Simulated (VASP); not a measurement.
# Ti (C2) in VASP: notebook

Ti is run at these levels: PBE; tasks: single point.

Everything below comes from runs of VASP 6.6.1. Logs are shortened: lines on timing, memory, paths and dates and some standing lists are left out, and cuts for length are marked.

## 1. The cell of the first run

The structure is monoclinic, space group C2 (No. 5). The conventional cell has a = 7.931 Å, b = 4.579 Å, c = 2.832 Å, α = 90.00°, β = 90.00°, γ = 90.00°. Within 3.6 Å of Ti (site symmetry 2) lie 14 Ti at 2.73 to 3.28 Å. Ti (site symmetry 1) has 14 Ti at 2.68 to 3.57 Å within 3.6 Å.

## 2. Single point, PBE (atoms displaced along several vibrational modes)

INCAR

```
ALGO     = Normal         # electronic algorithm
EDIFF    = 1E-6           # SCF threshold, eV
ENCUT    = 500            # plane-wave cutoff, eV
GGA      = PE             # functional
GGA_COMPAT= F            
ISIF     = 2              # what is computed and relaxed
ISMEAR   = 0              # smearing method
LASPH    = T              # aspherical terms in the spheres
LCHARG   = F              # write CHGCAR
LREAL    = F              # projectors in reciprocal space
LWAVE    = F              # write WAVECAR
NBANDS   = 25             # bands
NELM     = 120            # most SCF steps
PREC     = Accurate       # precision mode
SIGMA    = 0.15           # smearing width, eV
```

KPOINTS

```
k-points
0
Gamma
  12 12 14
```

POSCAR

```
Ti
1.0
    4.5790987804      0.0000000000      0.0000000000
   -2.2895493902      3.9656158702      0.0000000000
    0.0000000000      0.0000000000      2.8317615649
Ti
3
Direct
   -0.0329104060      0.0000000000      0.0000000000
    0.3497885363      0.6666666667      0.4237223915
    0.6831218697      0.3333333333      0.5762776085
```

Potentials or basis: VASP PAW PBE potentials, release 64 (Ti_sv).

Started as:

```bash
cat potpaw_PBE.64/Ti_sv/POTCAR > POTCAR
mpirun -np 1 vasp_std > vasp.out
```

OUTCAR:

```text
EDIFF = 1E-6
   ENCUT = 500
   GGA = PE
   ISIF = 2
   ISMEAR = 0
   LASPH = T
   LREAL = F
   NELM = 120
   PREC = Accurate

 ion  position               nearest neighbor table
   1  0.967  0.000  0.000-   3 2.73   2 2.73   2 2.91   3 2.91
   2  0.350  0.667  0.424-   3 2.68   3 2.68   3 2.68   1 2.73   1 2.91
   3  0.683  0.333  0.576-   2 2.68   2 2.68   2 2.68   1 2.73   1 2.91

  LATTYP: Found a hexagonal cell.
 ALAT       =     4.5790987804
 C/A-ratio  =     0.6184102376

  Lattice vectors:

 A1 = (   4.5790987804,   0.0000000000,   0.0000000000)
 A2 = (  -2.2895493902,   3.9656158702,   0.0000000000)
 A3 = (   0.0000000000,   0.0000000000,   2.8317615649)

Analysis of symmetry for initial positions (statically):
=====================================================================
 Subroutine PRICEL returns:
 Original cell was already a primitive cell.

 Routine SETGRP: Setting up the symmetry group for a
 hexagonal supercell.

 Subroutine GETGRP returns: Found  2 space group operations
 (whereof  2 operations were pure point group operations)
 out of a pool of 24 trial point group operations.

The static configuration has the point symmetry C_2 .

Analysis of symmetry for dynamics (positions and initial velocities):
=====================================================================
 Subroutine PRICEL returns:
 Original cell was already a primitive cell.

 Routine SETGRP: Setting up the symmetry group for a
 hexagonal supercell.

 Subroutine GETGRP returns: Found  2 space group operations
 (whereof  2 operations were pure point group operations)
 out of a pool of 24 trial point group operations.

The dynamic configuration has the point symmetry C_2 .

 Subroutine INISYM returns: Found  2 space group operations
 (whereof  2 operations are pure point group operations),
 and found     1 'primitive' translations

----------------------------------------------------------------------------------------

                                     Primitive cell

  volume of cell :      51.4218

  direct lattice vectors                    reciprocal lattice vectors
     4.579098780  0.000000000  0.000000000     0.218383583  0.126083821  0.000000000
    -2.289549390  3.965615870  0.000000000     0.000000000  0.252167641  0.000000000
     0.000000000  0.000000000  2.831761565     0.000000000  0.000000000  0.353137076

  length of vectors
     4.579098780  4.579098780  2.831761565     0.252167641  0.252167641  0.353137076

  position of ions in fractional coordinates (direct lattice)
     0.967089594  0.000000000  0.000000000
     0.349788536  0.666666667  0.423722392
     0.683121870  0.333333333  0.576277608

  ion indices of the primitive-cell ions
   primitive index   ion index
                 1           1
                 2           2
                 3           3

----------------------------------------------------------------------------------------

 KPOINTS: k-points

Automatic generation of k-mesh.
 Grid dimensions read from file:
 generate k-points for:   12   12   14

 Generating k-lattice:

  Cartesian coordinates                     Fractional coordinates (reciprocal lattice)
     0.018198632  0.010506985  0.000000000     0.083333333  0.000000000  0.000000000
     0.000000000  0.021013970  0.000000000     0.000000000  0.083333333  0.000000000
     0.000000000  0.000000000  0.025224077     0.000000000  0.000000000  0.071428571

  Length of vectors
     0.021013970  0.021013970  0.025224077

  Shift w.r.t. Gamma in fractional coordinates (k-lattice)
     0.000000000  0.000000000  0.000000000

 Subroutine IBZKPT returns following result:
 ===========================================

 Found    554 irreducible k-points:

 Following reciprocal coordinates:
            Coordinates               Weight
  0.000000  0.000000  0.000000      1.000000
  0.083333 -0.000000  0.000000      4.000000
  0.000000  0.083333  0.000000      2.000000
  0.166667  0.000000  0.000000      4.000000
  0.000000  0.166667  0.000000      2.000000
  0.250000 -0.000000  0.000000      4.000000
[... 16 lines left out ...]
 -0.083333  0.416667  0.000000      4.000000
 -0.416667  0.333333  0.000000      4.000000
 [... further k-points ...]
   k-points           NKPTS =    554   k-points in BZ     NKDIM =    554   number of bands    NBANDS=     25
   number of dos      NEDOS =    301   number of ions     NIONS =      3
   total plane-waves  NPLWV =  31104
   dimension x,y,z NGX =    36 NGY =   36 NGZ =   24
   dimension x,y,z NGXF=    72 NGYF=   72 NGZF=   48
   ions per type =               3
   NGX,Y,Z   is equivalent  to a cutoff of  13.07, 13.07, 14.09 a.u.
   NGXF,Y,Z  is equivalent  to a cutoff of  26.14, 26.14, 28.18 a.u.
 SYSTEM =  unknown system
   PREC   = accura    normal or accurate (medium, high low for compatibility)
   ISTART =      0    job   : 0-new  1-cont  2-samecut
   ICHARG =      2    charge: 1-file 2-atom 10-const
   ISPIN  =      1    spin polarized calculation?
   LNONCOLLINEAR =      F non collinear calculations
   LSORBIT =      F    spin-orbit coupling
   LASPH  =      T    aspherical Exc in radial PAW
   ENCUT  =  500.0 eV  36.75 Ry    6.06 a.u.   8.35  8.35  5.16*2*pi/ulx,y,z
   NELM   =    120;   NELMIN=  2; NELMDL= -5     # of ELM steps
   EDIFF  = 0.1E-05   stopping-criterion for ELM
   LREAL  =      F    real-space projection
   EDIFFG = 0.1E-04   stopping-criterion for IOM
   NSW    =      0    number of steps for IOM
   IBRION =     -1    ionic relax: 0-MD 1-quasi-New 2-CG
   NFREE  =      0    steps in history (QN), initial steepest desc. (CG)
   ISIF   =      2    stress and relaxation
   ISYM   =      2    0-nonsym 1-usesym 2-fastsym
   POTIM  = 0.5000    time-step for ionic-motion
   TEBEG  =    0.0;   TEEND  =   0.0 temperature during run
   PSTRESS=    0.0 pullay stress
   NELECT =      36.0000    total number of electrons
   NUPDOWN=      -1.0000    fix difference up-down
   EMIN   =  10.00;   EMAX   =-10.00  energy-range for DOS
   EFERMI =   0.00;   METHOD = LEGACY
   ISMEAR =     0;   SIGMA  =   0.15  broadening in eV -4-tet -1-fermi 0-gaus
   EFERMI_NEDOS =   21; number of points for ismear=-14 and -15
   IALGO  =     38    algorithm
   IMIX   =      4    mixing-type and parameters
     AMIX     =   0.40;   BMIX     =  1.00
     AMIX_MAG =   1.60;   BMIX_MAG =  1.00
  volume/ion in A,a.u.               =      17.14       115.67
  Fermi-wavevector in a.u.,A,eV,Ry     =   1.453650  2.747000 28.750452  2.113099
  Thomas-Fermi vector in A             =   2.570892
   LORBIT       =      0    0 simple, 1 ext, 2 COOP (PROOUT), +10 PAW based schemes
   GGA     = PE    functional components
   LHFCALC =     F    Hartree Fock is set to
   AEXX    =    0.0000 exact exchange contribution
   IVDW    =     0    specifies the selected vdW correction
   LEPSILON=     F    determine dielectric tensor
   LRPA    =     F    only Hartree local field effects (RPA)
 non-spin polarized calculation
 Gauss-broadening in eV      SIGMA  =   0.15
  energy-cutoff  :      500.00
  volume of cell :       51.42
 maximum number of plane-waves:      1330
 NGX is ok and might be reduce to    36
   NGX = 17   NGY = 17   NGZ = 11

 number of electron      35.9999999 magnetization

 Free energy of the ion-electron system (eV)
  ---------------------------------------------------
  ext. energy  EPLUGINS =         0.00000000
  ---------------------------------------------------
  free energy    TOTEN  =       -23.31510775 eV

  energy without entropy =      -23.26993013  energy(sigma->0) =      -23.29251894

 E-fermi :   8.2718     XC(G=0): -11.5441

 val. band max:        8.2707492694   @ k =  -0.0833   0.4167   0.0000
 cond. band min:       8.2738050642   @ k =   0.0000   0.0833   0.0000
 fundamental gap:      0.0030557948
 Fermi energy:         8.2718154817

 k-point     1 :       0.0000    0.0000    0.0000
  band No.  band energies     occupation
      1     -48.3905      2.00000
      2     -48.2239      2.00000
      3     -48.1093      2.00000
      4     -24.7970      2.00000
      5     -24.7912      2.00000
      6     -24.6263      2.00000
[... 17 lines left out ...]
     24      10.3177      0.00000
     25      10.8122      0.00000

 k-point     2 :       0.0833   -0.0000    0.0000
  band No.  band energies     occupation
      1     -48.3884      2.00000
      2     -48.2237      2.00000
      3     -48.1117      2.00000
      4     -24.8277      2.00000
      5     -24.7812      2.00000
      6     -24.6322      2.00000
[... 17 lines left out ...]
     24      10.3417      0.00000
     25      10.8182      0.00000

 k-point     3 :       0.0000    0.0833    0.0000
  band No.  band energies     occupation
      1     -48.3882      2.00000
      2     -48.2239      2.00000
      3     -48.1117      2.00000
      4     -24.8438      2.00000
      5     -24.7338      2.00000
      6     -24.6826      2.00000
[... 17 lines left out ...]
     24      10.4856      0.00000
     25      10.6470      0.00000

 k-point     4 :       0.1667    0.0000    0.0000
  band No.  band energies     occupation
      1     -48.3826      2.00000
      2     -48.2228      2.00000
      3     -48.1186      2.00000
      4     -24.8605      2.00000
      5     -24.7941      2.00000
      6     -24.5996      2.00000
[... 17 lines left out ...]
     24      10.3111      0.00000
     25      10.8756      0.00000
[... 477 lines left out ...]
 k-point    22 :       0.3333    0.0833    0.0000
  band No.  band energies     occupation
      1     -48.3619      2.00000
      2     -48.2130      2.00000
      3     -48.1500      2.00000
      4     -24.9158      2.00000
      5     -24.7642      2.00000
      6     -24.5461      2.00000
[... 17 lines left out ...]
     24      10.7122      0.00000
     25      11.0066      0.00000

 k-point    23 :      -0.0833    0.4167    0.0000
  band No.  band energies     occupation
      1     -48.3595      2.00000
      2     -48.2167      2.00000
      3     -48.1487      2.00000
      4     -24.9181      2.00000
      5     -24.7395      2.00000
      6     -24.5746      2.00000
[... 17 lines left out ...]
     24      10.8329      0.00000
     25      10.9521      0.00000

 k-point    24 :      -0.4167    0.3333    0.0000
  band No.  band energies     occupation
      1     -48.3625      2.00000
      2     -48.2121      2.00000
      3     -48.1503      2.00000
      4     -24.9133      2.00000
      5     -24.7717      2.00000
      6     -24.5500      2.00000
[... 17 lines left out ...]
     24      10.6603      0.00000
     25      10.9967      0.00000

 [... further k-points ...]
[... 5 lines left out ...]
  --------------------------------------------------------------------------------------
  -------------------------------------------------------------------------------------
  Total        0.5814308      0.2730280      0.4776923      0.0000000     -0.0918976      0.0000000
  in kB       18.1159581      8.5068828     14.8837194      0.0000000     -2.8633033      0.0000000
  external PRESSURE =      13.8355201 kB  Pullay stress =       0.0000000 kB

 VOLUME and BASIS-vectors are now :
 -----------------------------------------------------------------------------
  energy-cutoff  :      500.00
  volume of cell :       51.42
      direct lattice vectors                 reciprocal lattice vectors
     4.579098780  0.000000000  0.000000000     0.218383583  0.126083821  0.000000000
    -2.289549390  3.965615870  0.000000000     0.000000000  0.252167641  0.000000000
     0.000000000  0.000000000  2.831761565     0.000000000  0.000000000  0.353137076

 POSITION                                       TOTAL-FORCE (eV/Angst)
 -----------------------------------------------------------------------------------
      4.42840      0.00000      0.00000         0.731553      0.000000      0.000000
      0.07535      2.64374      1.19988        -0.365777     -0.141179      0.608283
      2.36490      1.32187      1.63188        -0.365777      0.141179     -0.608283
 -----------------------------------------------------------------------------------
    total drift:                                0.000422      0.000000     -0.000000

  FREE ENERGIE OF THE ION-ELECTRON SYSTEM (eV)
  ---------------------------------------------------
  free  energy   TOTEN  =       -23.3151077473 eV

  energy  without entropy=      -23.2699301284  energy(sigma->0) =      -23.29251894
```

Run time: 17 min. Hardware: 1 thread of Intel Xeon 8259CL, shared host; peak memory 0.58 GiB.

Results:

- Free energy: -23.3151 eV
- Pressure: 1.4 GPa
- Largest force: 0.732 eV/Å
- Band gap on the k mesh: zero (bands 18 and 19 overlap by 0.34 eV)

Forces in eV/Å, atoms in the order of the input:
```
Ti   0.732  0.000  0.000
Ti  -0.366 -0.141  0.608
Ti  -0.366  0.141 -0.608
```

Levels at points of the mesh, in eV from the Fermi level:
| k point | band 15 | band 16 | band 17 | band 18 | band 19 | band 20 | band 21 | band 22 |
| --- | --- | --- | --- | --- | --- | --- | --- | --- |
| (0.00, 0.00, 0.00) | -0.74 | -0.71 | -0.51 | -0.48 | -0.16 | 0.98 | 1.04 | 1.18 |
| (0.50, 0.00, 0.00) | -2.52 | -0.59 | -0.39 | -0.16 | 0.39 | 0.63 | 1.19 | 1.38 |
| (0.00, 0.50, 0.00) | -2.54 | -0.59 | -0.25 | -0.13 | 0.19 | 0.50 | 1.21 | 1.39 |
| (0.00, 0.00, 0.50) | -2.01 | -1.67 | -1.18 | -1.17 | 0.23 | 0.24 | 2.26 | 2.26 |
| (0.50, 0.00, 0.50) | -1.49 | -0.99 | -0.93 | -0.24 | 0.07 | 0.83 | 1.09 | 1.58 |
| (0.00, 0.50, 0.50) | -1.48 | -1.10 | -0.93 | -0.26 | 0.08 | 0.93 | 1.11 | 1.64 |

Caveat: the cell differs from its parent crystal (atoms displaced along several vibrational modes).

[end of part 1 of 2]
